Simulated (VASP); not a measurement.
Set up this calculation in VASP 6.6.1, as the native input.

* Task: single point
* Functional: PBE
* Potentials or basis: VASP PAW PBE potentials, release 64 (N, Ti_sv)
* Cutoff: 520 eV
* k mesh: 12 × 12 × 1
* Occupations: gaussian, width 0.1 eV
* Spin: no spin polarisation
* Dipole correction: yes
* Further INCAR settings: ALGO = Normal; EDIFF = 1e-06; NBANDS = 34

The structure of TiN lies in POSCAR:

```
TiN
1.0
    3.0028555063      0.0000000000      0.0000000000
   -1.5014277532      2.6005491524      0.0000000000
    0.0000000000      0.0000000000     20.1295531349
N Ti
3 3
Direct
    0.3333333333      0.6666666667      0.3477474116
    0.0000000000      0.0000000000      0.4695494823
    0.6666666667      0.3333333333      0.5931155034
    0.6666666667      0.3333333333      0.4086484470
    0.3333333333      0.6666666667      0.5318458092
    0.0000000000      0.0000000000      0.6485065556
```

The input as run:

INCAR

```
PREC = Accurate
ENCUT = 520
EDIFF = 1E-6
ISMEAR = 0
SIGMA = 0.1
LREAL = False
LASPH = True
NELM = 100
ALGO = Normal
ISIF = 2
LWAVE = False
LCHARG = False
LDIPOL = True
IDIPOL = 3
DIPOL = 0.5 0.5 0.500
GGA = PE
NBANDS = 34
```

KPOINTS

```
regular mesh
0
Gamma
  12 12 1
```

Potentials or basis: VASP PAW PBE potentials, release 64 (N, Ti_sv).

Launch:

```bash
$ cat potpaw_PBE.64/N/POTCAR potpaw_PBE.64/Ti_sv/POTCAR > POTCAR
$ mpirun -np 1 vasp_std > vasp.out
```

Results of the run:

| Quantity | Value |
| --- | --- |
| Largest force | 5.268 eV/Å |

Run time: 2.5 min on 1 thread of Intel(R) Xeon(R) 6975P-C (Granite Rapids), on a shared host, peak memory 0.31 GiB.
